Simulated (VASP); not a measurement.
# VN2 (I4/mcm) in VASP: a series of runs, part 2 of 2

VASP 6.6.1.

### Step 4. Single point, PBE (strain +0.025 along x and y, -0.025 along z)

File INCAR:

```
PREC     = Accurate       # precision mode
ENCUT    = 520            # plane-wave cutoff, eV
EDIFF    = 1E-6           # SCF threshold, eV
ISMEAR   = 0              # smearing method
SIGMA    = 0.15           # smearing width, eV
LREAL    = False          # projectors in reciprocal space
LASPH    = True           # aspherical terms in the spheres
NELM     = 100            # most SCF steps
ALGO     = Fast           # electronic algorithm
ISIF     = 2              # what is computed and relaxed
LWAVE    = False          # write WAVECAR
LCHARG   = False          # write CHGCAR
GGA      = PE             # functional
NBANDS   = 32             # bands
```

File KPOINTS:

```
Automatic mesh
0
Gamma
  16 16 16
```

File POSCAR:

```
VN2
1.0
   -2.2071827141      2.2071827141      2.4221350486
    2.2071827141     -2.2071827141      2.4221350486
    2.2071827141      2.2071827141     -2.4221350486
V N
2 4
Direct
    0.2500000000      0.2500000000      0.0000000000
    0.7500000000      0.7500000000      0.0000000000
    0.1135731475      0.6135731475      0.7271462950
    0.6135731475      0.8864268525      0.5000000000
    0.8864268525      0.3864268525      0.2728537050
    0.3864268525      0.1135731475      0.5000000000
```

Potentials or basis: VASP PAW PBE potentials, release 64 (V_sv, N).

Started as:

```sh
cat potpaw_PBE.64/V_sv/POTCAR potpaw_PBE.64/N/POTCAR > POTCAR
mpirun -np 1 vasp_std > vasp.out
```

OUTCAR:

```text
PREC = Accurate
   ENCUT = 520
   EDIFF = 1E-6
   ISMEAR = 0
   LREAL = False
   LASPH = True
   NELM = 100
   ISIF = 2
   GGA = PE

 ion  position               nearest neighbor table
   1  0.250  0.250  0.000-   5 2.15   4 2.15   3 2.15   5 2.15   6 2.15   6 2.15   3 2.15   4 2.15
                             2 2.42   2 2.42
   2  0.750  0.750  0.000-   6 2.15   5 2.15   3 2.15   4 2.15   5 2.15   4 2.15   6 2.15   3 2.15
                             1 2.42   1 2.42
   3  0.114  0.614  0.727-   5 1.42   1 2.15   1 2.15   2 2.15   2 2.15
   4  0.614  0.886  0.500-   6 1.42   2 2.15   1 2.15   2 2.15   1 2.15
   5  0.886  0.386  0.273-   3 1.42   2 2.15   1 2.15   2 2.15   1 2.15
   6  0.386  0.114  0.500-   4 1.42   1 2.15   2 2.15   1 2.15   2 2.15

  LATTYP: Found a body centered tetragonal cell.
 ALAT       =     4.4143654282
 C/A-ratio  =     1.0973876486

  Lattice vectors:

 A1 = (  -2.2071827141,   2.2071827141,   2.4221350486)
 A2 = (   2.2071827141,  -2.2071827141,   2.4221350486)
 A3 = (   2.2071827141,   2.2071827141,  -2.4221350486)

Analysis of symmetry for initial positions (statically):
=====================================================================
 Subroutine PRICEL returns:
 Original cell was already a primitive cell.

 Routine SETGRP: Setting up the symmetry group for a
 body centered tetragonal supercell.

 Subroutine GETGRP returns: Found 16 space group operations
 (whereof  8 operations were pure point group operations)
 out of a pool of 16 trial point group operations.

The static configuration has the point symmetry C_4h.
 The point group associated with its full space group is D_4h.

Analysis of symmetry for dynamics (positions and initial velocities):
=====================================================================
 Subroutine PRICEL returns:
 Original cell was already a primitive cell.

 Routine SETGRP: Setting up the symmetry group for a
 body centered tetragonal supercell.

 Subroutine GETGRP returns: Found 16 space group operations
 (whereof  8 operations were pure point group operations)
 out of a pool of 16 trial point group operations.

The dynamic configuration has the point symmetry C_4h.
 The point group associated with its full space group is D_4h.

 Subroutine INISYM returns: Found 16 space group operations
 (whereof  8 operations are pure point group operations),
 and found     1 'primitive' translations

----------------------------------------------------------------------------------------

                                     Primitive cell

  volume of cell :      47.1992

  direct lattice vectors                    reciprocal lattice vectors
    -2.207182714  2.207182714  2.422135049     0.000000000  0.226533126  0.206429448
     2.207182714 -2.207182714  2.422135049     0.226533126  0.000000000  0.206429448
     2.207182714  2.207182714 -2.422135049     0.226533126  0.226533126  0.000000000

  length of vectors
     3.950955487  3.950955487  3.950955487     0.306480626  0.306480626  0.320366219

  position of ions in fractional coordinates (direct lattice)
     0.250000000  0.250000000  0.000000000
     0.750000000  0.750000000  0.000000000
     0.113573147  0.613573147  0.727146295
     0.613573147  0.886426853  0.500000000
     0.886426853  0.386426853  0.272853705
     0.386426853  0.113573147  0.500000000

  ion indices of the primitive-cell ions
   primitive index   ion index
                 1           1
[... 33 lines left out ...]
            Coordinates               Weight
  0.000000  0.000000  0.000000      1.000000
  0.062500 -0.000000  0.000000      8.000000
  0.125000 -0.000000  0.000000      8.000000
  0.187500 -0.000000  0.000000      8.000000
  0.250000 -0.000000  0.000000      8.000000
  0.312500  0.000000  0.000000      8.000000
[... 16 lines left out ...]
 -0.125000  0.062500  0.000000     16.000000
 -0.062500  0.062500  0.000000      4.000000
 [... further k-points ...]
   k-points           NKPTS =    349   k-points in BZ     NKDIM =    349   number of bands    NBANDS=     32
   number of dos      NEDOS =    301   number of ions     NIONS =      6
   total plane-waves  NPLWV =  27000
   dimension x,y,z NGX =    30 NGY =   30 NGZ =   30
   dimension x,y,z NGXF=    60 NGYF=   60 NGZF=   60
   ions per type =               2   4
   NGX,Y,Z   is equivalent  to a cutoff of  12.62, 12.62, 12.62 a.u.
   NGXF,Y,Z  is equivalent  to a cutoff of  25.25, 25.25, 25.25 a.u.
 SYSTEM =  unknown system
   PREC   = accura    normal or accurate (medium, high low for compatibility)
   ISTART =      0    job   : 0-new  1-cont  2-samecut
   ICHARG =      2    charge: 1-file 2-atom 10-const
   ISPIN  =      1    spin polarized calculation?
   LNONCOLLINEAR =      F non collinear calculations
   LSORBIT =      F    spin-orbit coupling
   LASPH  =      T    aspherical Exc in radial PAW
   ENCUT  =  520.0 eV  38.22 Ry    6.18 a.u.   7.35  7.35  7.35*2*pi/ulx,y,z
   NELM   =    100;   NELMIN=  2; NELMDL= -5     # of ELM steps
   EDIFF  = 0.1E-05   stopping-criterion for ELM
   LREAL  =      F    real-space projection
   EDIFFG = 0.1E-04   stopping-criterion for IOM
   NSW    =      0    number of steps for IOM
   IBRION =     -1    ionic relax: 0-MD 1-quasi-New 2-CG
   NFREE  =      0    steps in history (QN), initial steepest desc. (CG)
   ISIF   =      2    stress and relaxation
   ISYM   =      2    0-nonsym 1-usesym 2-fastsym
   POTIM  = 0.5000    time-step for ionic-motion
   TEBEG  =    0.0;   TEEND  =   0.0 temperature during run
   PSTRESS=    0.0 pullay stress
   NELECT =      46.0000    total number of electrons
   NUPDOWN=      -1.0000    fix difference up-down
   EMIN   =  10.00;   EMAX   =-10.00  energy-range for DOS
   EFERMI =   0.00;   METHOD = LEGACY
   ISMEAR =     0;   SIGMA  =   0.15  broadening in eV -4-tet -1-fermi 0-gaus
   EFERMI_NEDOS =   21; number of points for ismear=-14 and -15
   IALGO  =     68    algorithm
   IMIX   =      4    mixing-type and parameters
     AMIX     =   0.40;   BMIX     =  1.00
     AMIX_MAG =   1.60;   BMIX_MAG =  1.00
  volume/ion in A,a.u.               =       7.87        53.09
  Fermi-wavevector in a.u.,A,eV,Ry     =   1.623114  3.067241 35.844554  2.634500
  Thomas-Fermi vector in A             =   2.716617
   LORBIT       =      0    0 simple, 1 ext, 2 COOP (PROOUT), +10 PAW based schemes
   GGA     = PE    functional components
   LHFCALC =     F    Hartree Fock is set to
   AEXX    =    0.0000 exact exchange contribution
   IVDW    =     0    specifies the selected vdW correction
   LEPSILON=     F    determine dielectric tensor
   LRPA    =     F    only Hartree local field effects (RPA)
 non-spin polarized calculation
 RMM-DIIS sequential band-by-band and
 Gauss-broadening in eV      SIGMA  =   0.15
  energy-cutoff  :      520.00
  volume of cell :       47.20
 maximum number of plane-waves:      1289
 NGX is ok and might be reduce to    30
   NGX = 15   NGY = 15   NGZ = 15

 number of electron      46.0000016 magnetization

 Free energy of the ion-electron system (eV)
  ---------------------------------------------------
  ext. energy  EPLUGINS =         0.00000000
  ---------------------------------------------------
  free energy    TOTEN  =       -53.19588698 eV

  energy without entropy =      -53.17622635  energy(sigma->0) =      -53.18605666

 E-fermi :  10.9185     XC(G=0): -13.5288

 val. band max:       10.9181064653   @ k =  -0.2500  -0.2500   0.2500
 cond. band min:      10.9211924842   @ k =   0.5000   0.5000   0.1250
 fundamental gap:      0.0030860189
 Fermi energy:        10.9184834647

 k-point     1 :       0.0000    0.0000    0.0000
  band No.  band energies     occupation
      1     -54.6178      2.00000
      2     -54.4215      2.00000
      3     -28.7841      2.00000
      4     -28.4659      2.00000
      5     -28.4659      2.00000
      6     -28.4158      2.00000
[... 829 lines left out ...]
     31      13.1924      0.00000
     32      15.3291      0.00000

 [... further k-points ...]
[... 5 lines left out ...]
  --------------------------------------------------------------------------------------
  -------------------------------------------------------------------------------------
  Total       -5.3182507     -5.3182507      3.4282619      0.0000000     -0.0000000      0.0000000
  in kB     -180.5279588   -180.5279588    116.3723099      0.0000000     -0.0000000      0.0000000
  external PRESSURE =     -81.5612025 kB  Pullay stress =       0.0000000 kB

 VOLUME and BASIS-vectors are now :
 -----------------------------------------------------------------------------
  energy-cutoff  :      520.00
  volume of cell :       47.20
      direct lattice vectors                 reciprocal lattice vectors
    -2.207182714  2.207182714  2.422135049     0.000000000  0.226533126  0.206429448
     2.207182714 -2.207182714  2.422135049     0.226533126  0.000000000  0.206429448
     2.207182714  2.207182714 -2.422135049     0.226533126  0.226533126  0.000000000

 POSITION                                       TOTAL-FORCE (eV/Angst)
 -----------------------------------------------------------------------------------
      0.00000      0.00000      1.21107        -0.000000     -0.000000     -0.000000
      0.00000      0.00000      3.63320        -0.000000     -0.000000     -0.000000
      2.70854      0.50135      0.00000        -0.198873     -0.198873      0.000000
      1.70583      0.50135      2.42214         0.198873     -0.198873      0.000000
     -0.50135      1.70583      2.42214         0.198873      0.198873     -0.000000
      0.50135      1.70583      0.00000        -0.198873      0.198873      0.000000
 -----------------------------------------------------------------------------------
    total drift:                                0.000000     -0.000000      0.000000

  FREE ENERGIE OF THE ION-ELECTRON SYSTEM (eV)
  ---------------------------------------------------
  free  energy   TOTEN  =       -53.1958869818 eV

  energy  without entropy=      -53.1762263455  energy(sigma->0) =      -53.18605666
```

It took 9 min on 1 thread of Oxide Virtual Turin-like, shared host; peak memory 0.45 GiB.

Results:

```yaml
Free_energy: -53.1959 eV
Pressure: -8.2 GPa
Largest_force: 0.281 eV/Å
Band_gap_on_the_k_mesh: zero (bands 23 and 24 overlap by 0.39 eV)
```

Forces on the atoms (eV/Å):
```
V    0.000  0.000  0.000
V    0.000  0.000  0.000
N   -0.199 -0.199  0.000
N    0.199 -0.199  0.000
N    0.199  0.199  0.000
N   -0.199  0.199  0.000
```

Caveat: the cell differs from its parent crystal (strain +0.025 along x and y, -0.025 along z); the stress differs along the axes, from -18 to 12 GPa; the run has no spin polarisation, though such a crystal can be magnetic.

### Step 5. Summary

```csv
cell,gap on the mesh (eV),pressure (GPa),largest force (eV/Å)
"a = 3.913 Å, angles 111.3, 111.3, 105.8°, 6 atoms",none,-0.4,0.21
"a = 3.970 Å, angles 114.3, 114.3, 100.2°, 6 atoms",none,-6.0,0.07
"a = 3.951 Å, angles 112.1, 112.1, 104.4°, 6 atoms",none,-8.2,0.28
```

Alike in all rows: task single point; level PBE; potentials or basis VASP PAW PBE potentials, release 64 (V_sv, N); no spin polarisation; k mesh 16 × 16 × 16; cutoff (eV) 520; smearing gaussian 0.15 eV.

Caveats: the run has no spin polarisation, though such a crystal can be magnetic; the stress differs along the axes, from -17 to 32 GPa (at least some runs); the stress differs along the axes, from -12 to -3 GPa (at least some runs); the stress differs along the axes, from -18 to 12 GPa (at least some runs).

Absolute energies hang on the potentials; compare differences alone.
